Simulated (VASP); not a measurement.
Wanted: the native input for a VASP 6.6.1 run.

| Property | Result |
| --- | --- |
| Task | relaxation of the atoms |
| Functional | PBE |
| Potentials or basis | VASP PAW PBE potentials, release 64 (H, C) |
| Cutoff | 520 eV |
| k mesh | 2 × 2 × 1 |
| Occupations | fermi-dirac, width 0.05 eV |
| Spin | no spin polarisation |
| Dipole correction | no |
| Atoms held fixed (from 0) | [0, 1, 2, 3, 4, 5, 6, 7, 8, 9, 10, 11, 12, 13, 14, 15] |
| Further INCAR settings | LREAL = Auto; ALGO = Normal; EDIFF = 1e-06; IBRION = 2; EDIFFG = -0.08; NSW = 45 |

The structure of H2C5 lies in POSCAR:

```
H2C5
1.0
    5.0487420000      0.0000000000      0.0000000000
    0.0000000000      5.0487420000      0.0000000000
    0.0000000000      0.0000000000     16.1647000000
H C
8 20
Selective dynamics
Direct
    0.4277868000      0.0000000000      0.0618632000  F F F
    0.0722132000      0.0000000000      0.0618632000  F F F
    0.9277868000      0.0000000000      0.0618632000  F F F
    0.5722132000      0.0000000000      0.0618632000  F F F
    0.4277868000      0.5000000000      0.0618632000  F F F
    0.0722132000      0.5000000000      0.0618632000  F F F
    0.9277868000      0.5000000000      0.0618632000  F F F
    0.5722132000      0.5000000000      0.0618632000  F F F
    0.2500000000      0.0000000000      0.1011278000  F F F
    0.7500000000      0.0000000000      0.1011278000  F F F
    0.2500000000      0.5000000000      0.1011278000  F F F
    0.7500000000      0.5000000000      0.1011278000  F F F
    0.2500000000      0.2500000000      0.1563407000  F F F
    0.7500000000      0.2500000000      0.1563407000  F F F
    0.2500000000      0.7500000000      0.1563407000  F F F
    0.7500000000      0.7500000000      0.1563407000  F F F
    0.0000000000      0.2500000000      0.2115536000  T T T
    0.5000000000      0.2500000000      0.2115536000  T T T
    0.0000000000      0.7500000000      0.2115536000  T T T
    0.5000000000      0.7500000000      0.2115536000  T T T
    0.0000000000      0.0000000000      0.2667665000  T T T
    0.5000000000      0.0000000000      0.2667665000  T T T
    0.0000000000      0.5000000000      0.2667665000  T T T
    0.5000000000      0.5000000000      0.2667665000  T T T
    0.2500000000      0.0969069000      0.3195048000  T T T
    0.7500000000      0.0969069000      0.3195048000  T T T
    0.2500000000      0.4030931000      0.2972341000  T T T
    0.7500000000      0.4030931000      0.2972341000  T T T
```

One way to write it, as run:

INCAR

```
SYSTEM = H2C5
ALGO     = Normal         ! electronic algorithm
EDIFF    = 1E-6           ! SCF threshold, eV
EDIFFG   = -0.08          ! ionic threshold
ENCUT    = 520            ! plane-wave cutoff, eV
GGA      = PE             ! functional
IBRION   = 2              ! ionic algorithm
ISIF     = 2              ! what is computed and relaxed
ISMEAR   = -1             ! smearing method
LASPH    = .TRUE.         ! aspherical terms in the spheres
LCHARG   = .FALSE.        ! write CHGCAR
LREAL    = Auto         
LWAVE    = .FALSE.        ! write WAVECAR
NELM     = 60             ! most SCF steps
NSW      = 45             ! ionic steps
PREC     = Accurate       ! precision mode
SIGMA    = 0.05           ! smearing width, eV
```

KPOINTS

```
k-points
0
G
  2 2 1
  0 0 0
```

Potentials or basis: VASP PAW PBE potentials, release 64 (H, C).

Command:

```bash
$ cat potpaw_PBE.64/H/POTCAR potpaw_PBE.64/C/POTCAR > POTCAR
$ mpirun -np 1 vasp_std > vasp.out
```

Results of the run:

```json
{"Energy gained by relaxing": "124.2 meV/atom", "Ionic steps": "14", "Band gap on the k mesh": "0.83 eV"}
```

Caveat: the k points lie up to 0.62 Å⁻¹ apart.

Wall time 34 min on 1 thread of Intel Xeon 6975P-C, with other jobs on the host, peak memory 0.5 GiB.
